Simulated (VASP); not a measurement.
Write the native input for VASP 6.6.1 that does the following.

```
Task                   : single point
Functional             : PBE
Potentials or basis    : VASP PAW PBE potentials, release 64 (Mg, Sn_d, N)
Cutoff                 : 520 eV
k mesh                 : 4 × 4 × 4
Occupations            : gaussian, width 0.1 eV
Spin                   : no spin polarisation
Dipole correction      : no
Further INCAR settings : ALGO = Fast; EDIFF = 1e-07; NBANDS = 40
```

The structure of MgSn4N lies in POSCAR:

```
MgSn4N
1.0
    4.8921162800      0.0000000000      0.0000000000
    0.0000000000      4.8921162800      0.0000000000
    0.0000000000      0.0000000000      6.9812962300
Mg Sn N
1 4 1
Direct
    0.0000000000      0.0000000000      0.0000000000
    0.5000000000      0.0000000000      0.7628759100
    0.0000000000      0.5000000000      0.2371240900
    0.5000000000      0.0000000000      0.2371240900
    0.0000000000      0.5000000000      0.7628759100
    0.5000000000      0.5000000000      0.5000000000
```

The cell was generated, and may not be a known phase.

One way to write it, as run:

INCAR

```
SYSTEM = MgSn4N
PREC     = Accurate       ! precision mode
ENCUT    = 520            ! plane-wave cutoff, eV
EDIFF    = 1E-7           ! SCF threshold, eV
ISMEAR   = 0              ! smearing method
SIGMA    = 0.1            ! smearing width, eV
LREAL    = .False.        ! projectors in reciprocal space
LASPH    = .True.         ! aspherical terms in the spheres
NELM     = 100            ! most SCF steps
ALGO     = Fast           ! electronic algorithm
ISIF     = 2              ! what is computed and relaxed
LWAVE    = .False.        ! write WAVECAR
LCHARG   = .False.        ! write CHGCAR
GGA      = PE             ! functional
NBANDS   = 40             ! bands
```

KPOINTS

```
regular mesh
0
Gamma
  4 4 4
  0 0 0
```

Potentials or basis: VASP PAW PBE potentials, release 64 (Mg, Sn_d, N).

Command:

```bash
$ cat potpaw_PBE.64/Mg/POTCAR potpaw_PBE.64/Sn_d/POTCAR potpaw_PBE.64/N/POTCAR > POTCAR
$ mpirun -np 1 vasp_std > vasp.out
```

Results of the run:

```
Pressure               : -4.4 GPa
Largest force          : 1.073 eV/Å
Band gap on the k mesh : zero (an odd number of electrons rules out a gap without spin polarisation)
```

Caveat: the cell stands under tension; spin-orbit coupling is left out, which moves the levels of the heavy elements; forces of over 1 eV/Å act on the atoms, so gaps and moduli don't describe the material at rest.

Run time: 2.4 min on 1 thread of Oxide Virtual Turin-like Processor, with other jobs on the host, peak memory 0.27 GiB.
